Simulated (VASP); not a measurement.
Wanted: the native input for a VASP 6.6.1 run.

```yaml
Task: single point
Functional: r2SCAN
Potentials_or_basis: VASP PAW PBE potentials, release 64 (Ta_pv, C)
Cutoff: 660 eV
k_mesh: 14 × 14 × 14
Occupations: gaussian, width 0.15 eV
Spin: no spin polarisation
Dipole_correction: no
Further_INCAR_settings: ALGO = Normal; EDIFF = 1e-06; NBANDS = 40
```

The system is TaC.

```
Ta C
1.0
     4.46191    0.00000    0.00000
     0.00000   -4.46191    0.00000
     0.00000    0.00000   -4.46191
Ta C
4 4
Direct
  0.00000 0.00000 0.00000
  0.50000 0.50000 0.00000
  0.50000 0.00000 0.50000
  0.00000 0.50000 0.50000
  0.50000 0.00000 0.00000
  0.00000 0.50000 0.00000
  0.00000 0.00000 0.50000
  0.50000 0.50000 0.50000
```

These files were run (other wordings do the same):

POSCAR

```
TaC
1.0
    4.4619080521      0.0000000000      0.0000000000
    0.0000000000     -4.4619080521      0.0000000000
    0.0000000000      0.0000000000     -4.4619080521
Ta C
4 4
Direct
    0.0000000000      0.0000000000      0.0000000000
    0.5000000000      0.5000000000      0.0000000000
    0.5000000000      0.0000000000      0.5000000000
    0.0000000000      0.5000000000      0.5000000000
    0.5000000000      0.0000000000      0.0000000000
    0.0000000000      0.5000000000      0.0000000000
    0.0000000000      0.0000000000      0.5000000000
    0.5000000000      0.5000000000      0.5000000000
```

INCAR.step1

```
SYSTEM = TaC
PREC = Accurate
ENCUT = 660
ISMEAR = 0
SIGMA = 0.15
LREAL = .FALSE.
LASPH = .TRUE.
NELM = 120
NBANDS = 40
GGA = PE
ALGO = Normal
EDIFF = 1E-5
LWAVE = .TRUE.
LCHARG = .FALSE.
GGA_COMPAT = .FALSE.
```

INCAR.step2

```
SYSTEM = TaC
PREC = Accurate
ENCUT = 660
EDIFF = 1E-6
ISMEAR = 0
SIGMA = 0.15
LREAL = .FALSE.
LASPH = .TRUE.
NELM = 120
ALGO = Normal
ISIF = 2
LWAVE = .FALSE.
LCHARG = .FALSE.
METAGGA = R2SCAN
LMIXTAU = .TRUE.
NBANDS = 40
ISTART = 1
GGA_COMPAT = .FALSE.
```

KPOINTS

```
Automatic mesh
0
G
  14 14 14
  0 0 0
```

Potentials or basis: VASP PAW PBE potentials, release 64 (Ta_pv, C).

Run with:

```console
$ cat potpaw_PBE.64/Ta_pv/POTCAR potpaw_PBE.64/C/POTCAR > POTCAR
$ cp INCAR.step1 INCAR
$ mpirun -np 1 vasp_std > vasp.out
$ cp INCAR.step2 INCAR
$ mpirun -np 1 vasp_std > vasp.out
```

It gave:

```yaml
Pressure: 1.2 GPa
Band_gap_on_the_k_mesh: zero (bands 30 and 31 overlap by 4.63 eV)
```

Caveat: the PAW data sets were made with another functional, which shifts forces and pressure a little; spin-orbit coupling is left out, which moves the levels of the heavy elements.

It took 42 min on 1 thread of Oxide Virtual Turin-like Processor, with other jobs on the host, peak memory 0.55 GiB.
